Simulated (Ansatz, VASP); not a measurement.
# AlNi in VASP and in Ansatz

File INCAR:

```
SYSTEM = AlNi
PREC = Accurate ; ENCUT = 520
EDIFF = 1E-6 ; ISMEAR = 0
SIGMA = 0.15 ; LREAL = .False.
LASPH = .True. ; NELM = 60
ALGO = Fast ; ISIF = 2
LWAVE = .False. ; LCHARG = .False.
GGA = PS ; NBANDS = 14
```

Contents of KPOINTS:

```
regular mesh
0
Gamma
  20 20 20
  0 0 0
```

File POSCAR:

```
AlNi
1.0
    2.0011148063     -2.0011362905      0.0000000000
    2.0011148063      2.0011362905      0.0000000000
    0.0000000000      0.0000000000      2.8694088111
Al Ni
1 1
Direct
    0.0000000000      0.0000000000      0.0000000000
    0.5000000000      0.5000000000      0.5000000000
```

Input for Ansatz:

```yaml
crystal:
  lattice:
    - [2.0011148063, -2.0011362905, 0.0]
    - [2.0011148063, 2.0011362905, 0.0]
    - [0.0, 0.0, 2.8694088111]
  atoms:
    - { symbol: Al, position: [0.0, 0.0, 0.0] }
    - { symbol: Ni, position: [0.5, 0.5, 0.5] }
basis:
  ecutwfc: 420
kpoints:
  mp_grid: { grid: [20, 20, 20] }
hamiltonian:
  xc: pbesol
scf:
  occupations: { method: gaussian, width: 0.15 }
output:
  forces: true
  stress: true
  eigenvalues: true
```

Change from the starting cell: strain -0.0100 x Voigt [1, 1, 0, 0, 0, 0], atoms carried along.

Alike in both runs: task single point; functional PBEsol; k mesh 20 × 20 × 20; occupations gaussian, width 0.15 eV; no spin polarisation.

```csv
,VASP,Ansatz
version,VASP 6.6.1,Ansatz 0.2.0
potentials or method,"VASP PAW PBE potentials, release 64 (Al, Ni), cutoff 520 eV","scalar-relativistic, plane waves, PAW"
valence electrons in the cell,13,21
```

|  | VASP | Ansatz | Ansatz less VASP |
| --- | --- | --- | --- |
| gap on the k mesh at the Fermi level (eV) | none | none | - |
| pressure (GPa) | 3.8 | 3.7 | -0.11 |
| traceless stress, the component that is largest in VASP (GPa) | -0.75 | -0.73 | +0.021 |

VASP's potentials were made for PBE, not for PBEsol. A gap of «none» marks a metal or a gap that the smearing closes. With one functional, cell and mesh, what is left measures potentials, basis and numerics. VASP's potentials hold 13 valence electrons a cell and Ansatz's 21, so a difference there can come from the potentials and not from the codes. Ansatz's warnings: near symmetry operations not taken.
